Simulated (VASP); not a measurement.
AlN:

```
CELL_PARAMETERS angstrom
0.00000 2.03452 2.03452
2.03452 0.00000 2.03452
2.03452 2.03452 0.00000
ATOMIC_POSITIONS crystal
Al 0.50000 0.50000 0.50000
N 0.00000 0.00000 0.00000
```

```yaml
Program: VASP 6.6.1
Task: relaxation of cell and atoms
Functional: PBEsol-based global hybrid
Potentials_or_basis: VASP PAW PBE potentials, release 64 (Al, N)
Cutoff: 600 eV
k_mesh: 6 × 6 × 6
Occupations: fermi-dirac, width 0.05 eV
Spin: no spin polarisation
```

At the start: pressure -10.8 GPa; volume 8.42 Å³/atom.

**Question.** Where does the relaxation end?

**Answer.** Over 3 steps the energy falls by 11.6 meV/atom and the volume is 8.09 Å³/atom (-3.9 %); space group Fm-3m (No. 225, to 0.05 Å).

The path:
| step | energy change (eV) | largest force (eV/Å) | pressure (GPa) | volume (Å³) |
| --- | --- | --- | --- | --- |
| 1 | 0.0000 | 0.0000 | -10.80 | 16.84 |
| 2 | 0.0044 | 0.0000 | 13.49 | 15.50 |
| 3 | -0.0232 | 0.0000 | -0.09 | 16.18 |

Final structure:
```
Al N
1.0
     0.00000    2.00752    2.00752
     2.00752    0.00000    2.00752
     2.00752    2.00752    0.00000
Al N
1 1
Direct
  0.50000 0.50000 0.50000
  0.00000 0.00000 0.00000
```

Caveat: the k points lie up to 0.45 Å⁻¹ apart in the final cell; the PAW data sets were made with another functional, which shifts forces and pressure a little.
